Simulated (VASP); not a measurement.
Set up this calculation in VASP 6.6.1, as the native input.

| Item | Value |
| --- | --- |
| Task | single point |
| Functional | r2SCAN |
| Potentials or basis | VASP PAW PBE potentials, release 64 (Pt) |
| Cutoff | 520 eV |
| k mesh | 18 × 18 × 18 |
| Occupations | gaussian, width 0.1 eV |
| Spin | no spin polarisation |
| Dipole correction | no |
| Further INCAR settings | ALGO = Normal; EDIFF = 1e-06; NBANDS = 11 |

Pt:

```
Pt
1.0
     0.00000    1.97011    1.97011
     1.97011    0.00000    1.97011
     1.97011    1.97011    0.00000
Pt
1
Direct
  0.00000 0.00000 0.00000
```

One way to write it, as run:

POSCAR

```
Pt
1.0
    0.0000000000      1.9701092230      1.9701092230
    1.9701092230      0.0000000000      1.9701092230
    1.9701092230      1.9701092230      0.0000000000
Pt
1
Direct
    0.0000000000      0.0000000000      0.0000000000
```

INCAR.step1

```
SYSTEM = Pt
PREC = Accurate
ENCUT = 520
ISMEAR = 0
SIGMA = 0.1
LREAL = .FALSE.
LASPH = .TRUE.
NELM = 80
NBANDS = 11
GGA = PE
ALGO = Normal
EDIFF = 1E-4
LWAVE = .TRUE.
LCHARG = .FALSE.
```

INCAR.step2

```
SYSTEM = Pt
PREC = Accurate
ENCUT = 520
EDIFF = 1E-6
ISMEAR = 0
SIGMA = 0.1
LREAL = .FALSE.
LASPH = .TRUE.
NELM = 80
ALGO = Normal
ISIF = 2
LWAVE = .FALSE.
LCHARG = .FALSE.
METAGGA = R2SCAN
LMIXTAU = .TRUE.
NBANDS = 11
ISTART = 1
```

KPOINTS

```
regular mesh
0
G
  18 18 18
  0 0 0
```

Potentials or basis: VASP PAW PBE potentials, release 64 (Pt).

Launch:

```console
$ cat potpaw_PBE.64/Pt/POTCAR > POTCAR
$ cp INCAR.step1 INCAR
$ mpirun -np 1 vasp_std > vasp.out
$ cp INCAR.step2 INCAR
$ mpirun -np 1 vasp_std > vasp.out
```

It gave:

```
Pressure               : 0.7 GPa
Band gap on the k mesh : zero (band 5 reaches 11.26 eV, above the bottom of band 6 at 8.94 eV)
```

Caveat: the PAW data sets were made with another functional, which shifts forces and pressure a little; spin-orbit coupling is left out, which moves the levels of the heavy elements.

Run time: 95 s on 1 thread of Intel(R) Xeon(R) Platinum 8259CL CPU @ 2.50GHz (Skylake/Cascade Lake) (shared host), peak memory 0.17 GiB.
